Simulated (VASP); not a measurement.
# Mn (Im-3m) in VASP: single point with r2SCAN

Aim: the single point of Mn with r2SCAN.

All numbers are computed with VASP 6.6.1; they aren't measurements. Logs are shortened: lines on timing, memory, paths and dates and some standing lists are left out, and cuts for length are marked.

**1. The cell of the first run**

It takes space group Im-3m (No. 229, cubic). The conventional cell has a = 2.740 Å, b = 2.740 Å, c = 2.740 Å, α = 90.00°, β = 90.00°, γ = 90.00°. Mn (site symmetry m-3m) has 14 Mn at 2.37 to 2.74 Å within 3.1 Å.

**2. Single point, r2SCAN, collinear spin, antiferromagnetic start**

POSCAR

```
Mn
1.0
    2.7400000000      0.0000000000      0.0000000000
    0.0000000000      2.7400000000      0.0000000000
    0.0000000000      0.0000000000      2.7400000000
Mn
2
Direct
    0.0000000000      0.0000000000      0.0000000000
    0.5000000000      0.5000000000      0.5000000000
```

INCAR.step1

```
SYSTEM = Mn
PREC = Accurate ; ENCUT = 550
ISMEAR = -1 ; SIGMA = 0.1
LREAL = .False. ; LASPH = .True.
NELM = 200 ; ISPIN = 2
MAGMOM = 3 -3 ; LMAXMIX = 4
NBANDS = 24 ; GGA = PE
ALGO = Normal ; EDIFF = 1E-5
LWAVE = .True. ; LCHARG = .False.
GGA_COMPAT = .False.
```

INCAR.step2

```
SYSTEM = Mn
PREC = Accurate ; ENCUT = 550
EDIFF = 1E-6 ; ISMEAR = -1
SIGMA = 0.1 ; LREAL = .False.
LASPH = .True. ; NELM = 200
ALGO = Normal ; ISIF = 2
LWAVE = .False. ; LCHARG = .True.
ISPIN = 2 ; MAGMOM = 3 -3
LORBIT = 11 ; LMAXMIX = 4
METAGGA = R2SCAN ; LMIXTAU = .True.
LELF = .True. ; LVHAR = .True.
NBANDS = 24 ; ISTART = 1
GGA_COMPAT = .False.
```

KPOINTS

```
Automatic mesh
0
Gamma
  6 6 6
  0 0 0
```

Potentials or basis: VASP PAW PBE potentials, release 64 (Mn_pv).

Command:

```
> cat potpaw_PBE.64/Mn_pv/POTCAR > POTCAR
> cp INCAR.step1 INCAR
> mpirun -np 1 vasp_std > vasp.out
> cp INCAR.step2 INCAR
> mpirun -np 1 vasp_std > vasp.out
```

OUTCAR:

```text
SYSTEM = Mn
   PREC = Accurate
   ENCUT = 550
   EDIFF = 1E-6
   ISMEAR = -1
   LREAL = .False.
   LASPH = .True.
   NELM = 200
   ISIF = 2
   ISPIN = 2
   LORBIT = 11
   METAGGA = R2SCAN
   ISTART = 1

 ion  position               nearest neighbor table
   1  0.000  0.000  0.000-   2 2.37   2 2.37   2 2.37   2 2.37   2 2.37   2 2.37   2 2.37   2 2.37

   2  0.500  0.500  0.500-   1 2.37   1 2.37   1 2.37   1 2.37   1 2.37   1 2.37   1 2.37   1 2.37

  LATTYP: Found a simple cubic cell.
 ALAT       =     2.7400000000

  Lattice vectors:

 A1 = (   2.7400000000,   0.0000000000,   0.0000000000)
 A2 = (   0.0000000000,   2.7400000000,   0.0000000000)
 A3 = (   0.0000000000,   0.0000000000,   2.7400000000)

Analysis of symmetry for initial positions (statically):
=====================================================================
 Subroutine PRICEL returns following result:

  LATTYP: Found a body centered cubic cell.
 ALAT       =     2.7400000000

  Lattice vectors:

 A1 = (   1.3700000000,   1.3700000000,  -1.3700000000)
 A2 = (  -1.3700000000,   1.3700000000,   1.3700000000)
 A3 = (   1.3700000000,  -1.3700000000,   1.3700000000)

   2 primitive cells build up your supercell.

 Routine SETGRP: Setting up the symmetry group for a
 simple cubic supercell.

 Subroutine GETGRP returns: Found 48 space group operations
 (whereof 48 operations were pure point group operations)
 out of a pool of 48 trial point group operations.

The static configuration has the point symmetry O_h .

Analysis of symmetry for dynamics (positions and initial velocities):
=====================================================================
 Subroutine PRICEL returns following result:

  LATTYP: Found a body centered cubic cell.
 ALAT       =     2.7400000000

  Lattice vectors:

 A1 = (   1.3700000000,   1.3700000000,  -1.3700000000)
 A2 = (  -1.3700000000,   1.3700000000,   1.3700000000)
 A3 = (   1.3700000000,  -1.3700000000,   1.3700000000)

   2 primitive cells build up your supercell.

 Routine SETGRP: Setting up the symmetry group for a
 simple cubic supercell.

 Subroutine GETGRP returns: Found 48 space group operations
 (whereof 48 operations were pure point group operations)
 out of a pool of 48 trial point group operations.

The dynamic configuration has the point symmetry O_h .

Analysis of structural, dynamic, and magnetic symmetry:
=====================================================================
 Subroutine PRICEL returns following result:

  LATTYP: Found a body centered cubic cell.
 ALAT       =     2.7400000000

  Lattice vectors:

 A1 = (   1.3700000000,   1.3700000000,  -1.3700000000)
 A2 = (  -1.3700000000,   1.3700000000,   1.3700000000)
 A3 = (   1.3700000000,  -1.3700000000,   1.3700000000)

   2 primitive cells build up your supercell.

 Routine SETGRP: Setting up the symmetry group for a
 simple cubic supercell.

 Subroutine GETGRP returns: Found 48 space group operations
 (whereof 48 operations were pure point group operations)
 out of a pool of 48 trial point group operations.

The overall configuration has the point symmetry O_h .

 Subroutine INISYM returns: Found 48 space group operations
 (whereof 48 operations are pure point group operations),
 and found     2 'primitive' translations

----------------------------------------------------------------------------------------

                                     Primitive cell

  volume of cell :      10.2854

  direct lattice vectors                    reciprocal lattice vectors
     1.370000000  1.370000000 -1.370000000     0.364963504  0.364963504  0.000000000
    -1.370000000  1.370000000  1.370000000    -0.000000000  0.364963504  0.364963504
     1.370000000 -1.370000000  1.370000000     0.364963504  0.000000000  0.364963504

  length of vectors
     2.372909606  2.372909606  2.372909606     0.516136337  0.516136337  0.516136337

  position of ions in fractional coordinates (direct lattice)
     0.000000000  0.000000000  0.000000000

  ion indices of the primitive-cell ions
   primitive index   ion index
                 1           1

----------------------------------------------------------------------------------------

 KPOINTS: Automatic mesh

Automatic generation of k-mesh.
 Grid dimensions read from file:
 generate k-points for:    6    6    6

 Generating k-lattice:

  Cartesian coordinates                     Fractional coordinates (reciprocal lattice)
     0.060827251  0.000000000  0.000000000     0.166666667  0.000000000  0.000000000
     0.000000000  0.060827251  0.000000000     0.000000000  0.166666667  0.000000000
     0.000000000  0.000000000  0.060827251     0.000000000  0.000000000  0.166666667

  Length of vectors
     0.060827251  0.060827251  0.060827251

  Shift w.r.t. Gamma in fractional coordinates (k-lattice)
     0.000000000  0.000000000  0.000000000

 Subroutine IBZKPT returns following result:
 ===========================================

 Found     20 irreducible k-points:

 Following reciprocal coordinates:
            Coordinates               Weight
  0.000000  0.000000  0.000000      1.000000
  0.166667  0.000000  0.000000      6.000000
  0.333333  0.000000  0.000000      6.000000
  0.500000  0.000000  0.000000      3.000000
  0.166667  0.166667  0.000000     12.000000
  0.333333  0.166667  0.000000     24.000000
[... 12 lines left out ...]
  0.500000  0.500000  0.333333      6.000000
  0.500000  0.500000  0.500000      1.000000
   k-points           NKPTS =     20   k-points in BZ     NKDIM =     20   number of bands    NBANDS=     24
   number of dos      NEDOS =    301   number of ions     NIONS =      2
   total plane-waves  NPLWV =  13824
   dimension x,y,z NGX =    24 NGY =   24 NGZ =   24
   dimension x,y,z NGXF=    48 NGYF=   48 NGZF=   48
   ions per type =               2
   NGX,Y,Z   is equivalent  to a cutoff of  14.56, 14.56, 14.56 a.u.
   NGXF,Y,Z  is equivalent  to a cutoff of  29.12, 29.12, 29.12 a.u.
 SYSTEM =  Mn
   PREC   = accura    normal or accurate (medium, high low for compatibility)
   ISTART =      1    job   : 0-new  1-cont  2-samecut
   ICHARG =      0    charge: 1-file 2-atom 10-const
   ISPIN  =      2    spin polarized calculation?
   LNONCOLLINEAR =      F non collinear calculations
   LSORBIT =      F    spin-orbit coupling
   LASPH  =      T    aspherical Exc in radial PAW
   ENCUT  =  550.0 eV  40.42 Ry    6.36 a.u.   5.24  5.24  5.24*2*pi/ulx,y,z
   NELM   =    200;   NELMIN=  2; NELMDL=  0     # of ELM steps
   EDIFF  = 0.1E-05   stopping-criterion for ELM
   LREAL  =      F    real-space projection
   EDIFFG = 0.1E-04   stopping-criterion for IOM
   NSW    =      0    number of steps for IOM
   IBRION =     -1    ionic relax: 0-MD 1-quasi-New 2-CG
   NFREE  =      0    steps in history (QN), initial steepest desc. (CG)
   ISIF   =      2    stress and relaxation
   ISYM   =      2    0-nonsym 1-usesym 2-fastsym
   POTIM  = 0.5000    time-step for ionic-motion
   TEBEG  =    0.0;   TEEND  =   0.0 temperature during run
   PSTRESS=    0.0 pullay stress
   NELECT =      26.0000    total number of electrons
   NUPDOWN=      -1.0000    fix difference up-down
   EMIN   =  10.00;   EMAX   =-10.00  energy-range for DOS
   EFERMI =   0.00;   METHOD = LEGACY
   ISMEAR =    -1;   SIGMA  =   0.10  broadening in eV -4-tet -1-fermi 0-gaus
   EFERMI_NEDOS =   21; number of points for ismear=-14 and -15
   IALGO  =     38    algorithm
   IMIX   =      4    mixing-type and parameters
     AMIX     =   0.40;   BMIX     =  1.00
     AMIX_MAG =   1.60;   BMIX_MAG =  1.00
  volume/ion in A,a.u.               =      10.29        69.41
  Fermi-wavevector in a.u.,A,eV,Ry     =   1.770036  3.344883 42.627417  3.133027
  Thomas-Fermi vector in A             =   2.836906
   LORBIT       =     11    0 simple, 1 ext, 2 COOP (PROOUT), +10 PAW based schemes
   METAGGA = R2SCAN    functional components
   LHFCALC =     F    Hartree Fock is set to
   AEXX    =    0.0000 exact exchange contribution
   IVDW    =     0    specifies the selected vdW correction
   LEPSILON=     F    determine dielectric tensor
   LRPA    =     F    only Hartree local field effects (RPA)
 spin polarized calculation
  energy-cutoff  :      550.00
  volume of cell :       20.57
 maximum number of plane-waves:       624
 NGX is ok and might be reduce to    24
   NGX = 11   NGY = 11   NGZ = 11

 number of electron      25.9999974 magnetization       0.0000000

 number of electron      25.9999974 magnetization      -0.0000000

 Free energy of the ion-electron system (eV)
  ---------------------------------------------------
  ext. energy  EPLUGINS =         0.00000000
  ---------------------------------------------------
  free energy    TOTEN  =       -28.52076463 eV

  energy without entropy =      -28.41254945  energy(sigma->0) =      -28.46665704

 E-fermi :  11.4727     XC(G=0): -15.7071

 val. band max:       11.3976022840   @ k =   0.3333   0.1667   0.1667
 cond. band min:      11.4960735991   @ k =   0.3333   0.1667   0.1667
 fundamental gap:      0.0984713150
 Fermi energy:        11.4727417533

 spin component 1

 k-point     1 :       0.0000    0.0000    0.0000
  band No.  band energies     occupation
      1     -38.9830      1.00000
      2     -38.9829      1.00000
      3     -38.9829      1.00000
      4     -38.3513      1.00000
      5     -38.3513      1.00000
      6     -38.3513      1.00000
[... 529 lines left out ...]
     23      25.2255      0.00000
     24      25.2258      0.00000
 Fermi energy:        11.4727417533

 spin component 2

 k-point     1 :       0.0000    0.0000    0.0000
  band No.  band energies     occupation
      1     -38.9830      1.00000
      2     -38.9829      1.00000
      3     -38.9829      1.00000
      4     -38.3513      1.00000
      5     -38.3513      1.00000
      6     -38.3513      1.00000
[... 529 lines left out ...]
     23      25.2255      0.00000
     24      25.2258      0.00000

------------------------ aborting loop because EDIFF is reached ----------------------------------------

  FORCE on cell =-STRESS in cart. coord.  units (eV):
  Direction    XX          YY          ZZ          XY          YZ          ZX
  --------------------------------------------------------------------------------------
  -------------------------------------------------------------------------------------
  Total        0.8727887      0.8727887      0.8727887      0.0000000     -0.0000000     -0.0000000
  in kB       67.9779411     67.9779411     67.9779411      0.0000000     -0.0000000     -0.0000000
  external PRESSURE =      67.9779411 kB  Pullay stress =       0.0000000 kB

 VOLUME and BASIS-vectors are now :
 -----------------------------------------------------------------------------
  energy-cutoff  :      550.00
  volume of cell :       20.57
      direct lattice vectors                 reciprocal lattice vectors
     2.740000000  0.000000000  0.000000000     0.364963504  0.000000000  0.000000000
     0.000000000  2.740000000  0.000000000     0.000000000  0.364963504  0.000000000
     0.000000000  0.000000000  2.740000000     0.000000000  0.000000000  0.364963504

 POSITION                                       TOTAL-FORCE (eV/Angst)
 -----------------------------------------------------------------------------------
      0.00000      0.00000      0.00000        -0.000000     -0.000000     -0.000000
      1.37000      1.37000      1.37000         0.000000      0.000000      0.000000
 -----------------------------------------------------------------------------------
    total drift:                                0.000000      0.000000     -0.000000

  FREE ENERGIE OF THE ION-ELECTRON SYSTEM (eV)
  ---------------------------------------------------
  free  energy   TOTEN  =       -28.5207646265 eV

  energy  without entropy=      -28.4125494451  energy(sigma->0) =      -28.46665704

 total charge

# of ion       s       p       d       tot
------------------------------------------
    1        0.470   6.453   5.169  12.092
    2        0.470   6.453   5.169  12.092
--------------------------------------------------
tot          0.940  12.906  10.338  24.184

 magnetization (x)

# of ion       s       p       d       tot
------------------------------------------
    1        0.000   0.000   0.000   0.000
    2       -0.000  -0.000  -0.000  -0.000
--------------------------------------------------
tot          0.000   0.000   0.000   0.000
```

Run time: 32 s. Hardware: 1 thread of Intel Xeon 6975P-C (Granite Rapids), shared host; peak memory 0.16 GiB.

Results:

| Property | Result |
| --- | --- |
| Free energy | -28.5208 eV |
| Pressure | 6.8 GPa |
| Band gap on the k mesh | zero (filled and empty bands overlap) |
| Net moment | 0.00 μB per cell |
| Valence electrons inside the program's atomic spheres | Mn 12.09 |

Levels at points of the mesh, in eV from the Fermi level:
Spin up:
```
           k point  band 8  band 9  band 10  band 11  band 12  band 13  band 14  band 15  band 16  band 17
(0.00, 0.00, 0.00)   -5.29   -5.29    -1.88    -1.88    -1.88     0.52     0.52     1.58     1.58     1.58
(0.50, 0.00, 0.00)   -5.09   -2.58    -2.58    -1.35    -1.35    -1.35    -1.35    -0.23    -0.23     2.01
(0.50, 0.50, 0.00)   -5.55   -3.50    -3.50     0.43     0.43     0.49     0.49     0.85     0.86     1.98
(0.50, 0.50, 0.50)   -3.39   -3.39    -3.39    -3.39    -3.39     0.92     0.92     0.92     0.92    10.48
```
Spin down:
```csv
k point,band 8,band 9,band 10,band 11,band 12,band 13,band 14,band 15,band 16,band 17
"(0.00, 0.00, 0.00)",-5.29,-5.29,-1.88,-1.88,-1.88,0.52,0.52,1.58,1.58,1.58
"(0.50, 0.00, 0.00)",-5.09,-2.58,-2.58,-1.35,-1.35,-1.35,-1.35,-0.23,-0.23,2.01
"(0.50, 0.50, 0.00)",-5.55,-3.50,-3.50,0.43,0.43,0.49,0.49,0.85,0.86,1.98
"(0.50, 0.50, 0.50)",-3.39,-3.39,-3.39,-3.39,-3.39,0.92,0.92,0.92,0.92,10.48
```

Caveat: the k points lie up to 0.38 Å⁻¹ apart; the starting moments collapsed, and a magnetic state may lie lower; the PAW data sets were made with another functional, which shifts forces and pressure a little.
